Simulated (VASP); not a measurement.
# H18CO9 in VASP: further runs, part 2 of 2

VASP 6.6.1. Earlier steps stand in the parts before.

## (3) Single point, PBE+D3(BJ)

Input file INCAR:

```
ALGO     = Normal         # electronic algorithm
EDIFF    = 1E-6           # SCF threshold, eV
ENCUT    = 520            # plane-wave cutoff, eV
GGA      = PE             # functional
ISIF     = 2              # what is computed and relaxed
ISMEAR   = -1             # smearing method
IVDW     = 12             # dispersion correction
LASPH    = T              # aspherical terms in the spheres
LCHARG   = F              # write CHGCAR
LREAL    = Auto         
LWAVE    = F              # write WAVECAR
NBANDS   = 58             # bands
NELM     = 80             # most SCF steps
PREC     = Accurate       # precision mode
SIGMA    = 0.05           # smearing width, eV
```

Input file KPOINTS:

```
k-points
0
Gamma
  1 1 1
```

Input file POSCAR:

```
H18CO9
1.0
    6.7017590000      0.0000000000      0.0000000000
    0.0000000000      6.7017590000      0.0000000000
    0.0000000000      0.0000000000      6.7017590000
O H C
9 18 1
Direct
    0.7384628424      0.7625013075      0.0518371371
    0.0628342499      0.1318161396      0.8826488688
   -0.0115939711      0.2133917379      0.3341660003
    0.2630801854      0.7428497503      0.8010583490
    0.4517023068      0.3469686093      0.0857834488
    0.6015435649      0.0985263720      0.8098918508
    0.5873980249      0.3083369605      0.4523439294
    0.5963807412      0.7307484498      0.4803365803
    0.0534337328      0.6073778541      0.3869879535
    0.7131858964      0.8569242791     -0.0569402749
    0.6620351463      0.6391157903      0.0165628158
    0.1053603987     -0.0049390018      0.8439426127
    0.1176556782      0.2144362398      0.7726628188
    0.0439436870      0.3452078775      0.3266754295
   -0.0331703960      0.1808778859      0.1962022209
    0.3877638692      0.7854654278      0.7566819398
    0.2036629488      0.6628409049      0.7018306686
    0.4664596265      0.3461330078      0.2261645040
    0.3411492416      0.4209641081      0.0513298076
    0.5336509415      0.1638674264      0.9319792013
    0.7582636141      0.1347855093      0.8094292857
    0.7179906052      0.2774197043      0.4099371523
    0.5325765967      0.2075126844      0.5349938725
    0.6403841141      0.7761096751      0.3476997606
    0.6531270372      0.5985741952      0.5146857713
    0.0921996747      0.7115146934      0.0980190425
    0.0834407802      0.9106265982      0.2929380182
    0.0774423551      0.7412680760      0.2649602888
```

Potentials or basis: VASP PAW PBE potentials, release 64 (O, H, C).

On the command line:

```sh
$ cat potpaw_PBE.64/O/POTCAR potpaw_PBE.64/H/POTCAR potpaw_PBE.64/C/POTCAR > POTCAR
$ mpirun -np 1 vasp_gam > vasp.out
```

OUTCAR:

```text
EDIFF = 1E-6
   ENCUT = 520
   GGA = PE
   ISIF = 2
   ISMEAR = -1
   IVDW = 12
   LASPH = T
   LREAL = Auto
   NELM = 80
   PREC = Accurate
 IVDW          = 12

 ion  position               nearest neighbor table
   1  0.738  0.763  0.052-  10 0.98  11 1.00
   2  0.063  0.132  0.883-  13 0.99  12 0.99
   3  0.988  0.213  0.334-  14 0.96  15 0.96
   4  0.263  0.743  0.801-  16 0.93  17 0.94
   5  0.452  0.347  0.086-  19 0.92  18 0.95
   6  0.602  0.099  0.810-  20 1.03  21 1.08
   7  0.587  0.308  0.452-  22 0.94  23 0.95
   8  0.596  0.731  0.480-  24 0.98  25 0.99
   9  0.053  0.607  0.387-  28 1.22
  10  0.713  0.857  0.943-   1 0.98
  11  0.662  0.639  0.017-   1 1.00
  12  0.105  0.995  0.844-   2 0.99
  13  0.118  0.214  0.773-   2 0.99
  14  0.044  0.345  0.327-   3 0.96
[... 11 lines left out ...]
  26  0.092  0.712  0.098-  28 1.14
  27  0.083  0.911  0.293-  28 1.15
  28  0.077  0.741  0.265-  26 1.14  27 1.15   9 1.22

  LATTYP: Found a simple cubic cell.
 ALAT       =     6.7017590000

  Lattice vectors:

[... 209 lines left out ...]
 cond. band min:       0.5742526498   @ k =   0.0000   0.0000   0.0000
 fundamental gap:      3.7637889778
 Fermi energy:        -1.9460321967

 k-point     1 :       0.0000    0.0000    0.0000
  band No.  band energies     occupation
      1     -23.7049      2.00000
      2     -22.8376      2.00000
      3     -22.7297      2.00000
      4     -22.4502      2.00000
      5     -22.3223      2.00000
      6     -22.1374      2.00000
[... 42 lines left out ...]
     49       6.0416      0.00000
     50       6.4334      0.00000
 [bands above 50 left out]

------------------------ aborting loop because EDIFF is reached ----------------------------------------

 Edisp (eV)   -0.94152

 E8    (eV) :    -0.1959

  FORCE on cell =-STRESS in cart. coord.  units (eV):
  Direction    XX          YY          ZZ          XY          YZ          ZX
  --------------------------------------------------------------------------------------
  -------------------------------------------------------------------------------------
  Total       0.39130    -0.10141     1.83061    -1.23133     0.38686     0.85409
  in kB       2.08284    -0.53981     9.74406    -6.55417     2.05921     4.54619
  external pressure =        3.76 kB  Pullay stress =        0.00 kB

 VOLUME and BASIS-vectors are now :
 -----------------------------------------------------------------------------
  energy-cutoff  :      520.00
  volume of cell :      301.00
      direct lattice vectors                 reciprocal lattice vectors
     6.701759000  0.000000000  0.000000000     0.149214557  0.000000000  0.000000000
     0.000000000  6.701759000  0.000000000     0.000000000  0.149214557  0.000000000
     0.000000000  0.000000000  6.701759000     0.000000000  0.000000000  0.149214557

 POSITION                                       TOTAL-FORCE (eV/Angst)
 -----------------------------------------------------------------------------------
      4.94900      5.11010      0.34740        -0.516219     -1.059744     -0.027683
      0.42110      0.88340      5.91530         0.088737      0.090438     -0.965469
      6.62406      1.43010      2.23950        -0.577622     -1.038815      0.436571
      1.76310      4.97840      5.36850        -1.794229      0.270624      2.387804
      3.02720      2.32530      0.57490         2.009267     -1.247763     -1.689830
      4.03140      0.66030      5.42770         2.375921      0.385171      0.845336
[... 20 lines left out ...]
      0.55920      6.10280      1.96320        -0.129958     -1.041763      0.716912
      0.51900      4.96780      1.77570         0.053498      0.701766     -1.664775
 -----------------------------------------------------------------------------------
    total drift:                                0.001644     -0.011901      0.001295

  FREE ENERGIE OF THE ION-ELECTRON SYSTEM (eV)
  ---------------------------------------------------
  free  energy   TOTEN  =      -139.1410978688 eV

  energy  without entropy=     -139.1410978688  energy(sigma->0) =     -139.14109787
```

OSZICAR:

```text
N       E                     dE             d eps       ncg     rms          rms(c)
DAV:   1     0.580760767647E+03    0.58076E+03   -0.41855E+04   124   0.121E+03
DAV:   2    -0.968391298053E+02   -0.67760E+03   -0.65625E+03   142   0.301E+02
DAV:   3    -0.151941478750E+03   -0.55102E+02   -0.54783E+02   160   0.897E+01
DAV:   4    -0.152644754537E+03   -0.70328E+00   -0.70229E+00   136   0.113E+01
DAV:   5    -0.152654520254E+03   -0.97657E-02   -0.97571E-02   152   0.130E+00    0.232E+01
DAV:   6    -0.138893628574E+03    0.13761E+02   -0.42947E+01   128   0.266E+01    0.918E+00
DAV:   7    -0.138435348867E+03    0.45828E+00   -0.15638E+00   136   0.525E+00    0.565E+00
DAV:   8    -0.138197231484E+03    0.23812E+00   -0.46858E-01   144   0.330E+00    0.752E-01
DAV:   9    -0.138194724674E+03    0.25068E-02   -0.35195E-02   144   0.920E-01    0.361E-01
DAV:  10    -0.138199409686E+03   -0.46850E-02   -0.17105E-02   136   0.575E-01    0.199E-01
DAV:  11    -0.138199490161E+03   -0.80475E-04   -0.25229E-03   136   0.275E-01    0.847E-02
DAV:  12    -0.138199623539E+03   -0.13338E-03   -0.93238E-04   128   0.171E-01    0.378E-02
DAV:  13    -0.138199591137E+03    0.32403E-04   -0.16381E-04   144   0.710E-02    0.172E-02
DAV:  14    -0.138199583546E+03    0.75907E-05   -0.28556E-05   136   0.265E-02    0.102E-02
DAV:  15    -0.138199581118E+03    0.24275E-05   -0.76864E-06   144   0.213E-02    0.365E-03
DAV:  16    -0.138199581120E+03   -0.17390E-08   -0.31219E-06   136   0.908E-03
   1 F= -.13914110E+03 E0= -.13914110E+03  d E =-.434268E-10
```

stdout:

```text
POSCAR found type information on POSCAR O H C
 POSCAR found :  3 types and      28 ions
 scaLAPACK will be used
 LDA part: xc-table for (Slater+PW92), standard interpolation
 POSCAR, INCAR and KPOINTS ok, starting setup
 FFT: planning ... GRIDC
 FFT: planning ... GRID_SOFT
 FFT: planning ... GRID
 WAVECAR not read
 entering main loop
```

Run time: 89 s. Hardware: 1 thread of Intel Xeon 8259CL, shared host; peak memory 0.32 GiB.

What came out:

* Free energy: -139.1411 eV
* Pressure: 0.4 GPa
* Largest force: 3.266 eV/Å
* Dispersion energy per atom: -0.034 eV

Forces in eV/Å, atoms in the order of the input:
```
O   -0.516 -1.060 -0.028
O    0.089  0.090 -0.965
O   -0.578 -1.039  0.437
O   -1.794  0.271  2.388
O    2.009 -1.248 -1.690
O    2.376  0.385  0.845
O   -1.684  1.985 -0.623
O   -0.048  0.035  0.440
O    0.381  0.339  0.232
H   -0.354  0.269 -0.118
H    0.526  0.816  0.298
H    0.089  0.197  0.210
H   -0.374 -0.481  0.703
H    0.398  1.513  0.262
H   -0.006 -0.328 -0.821
H    2.247  0.725 -1.199
H   -0.550 -0.753 -1.541
H    0.417 -0.134  2.362
H   -2.357  1.576 -0.773
H    1.099 -0.124 -1.138
H   -3.213 -0.483  0.329
H    1.947 -0.975 -0.309
H    0.122 -1.134  1.144
H    0.116 -0.611  0.386
H   -0.378  0.714 -0.823
H    0.112 -0.206  0.939
H   -0.130 -1.042  0.717
C    0.053  0.702 -1.665
```

Levels at points of the mesh, in eV from the Fermi level:
```csv
k point,band 36,band 37,band 38,band 39,band 40,band 41
"(0.00, 0.00, 0.00)",-1.73,-1.39,-1.24,2.52,2.94,5.56
```

Caveat: the k points lie up to 0.94 Å⁻¹ apart.
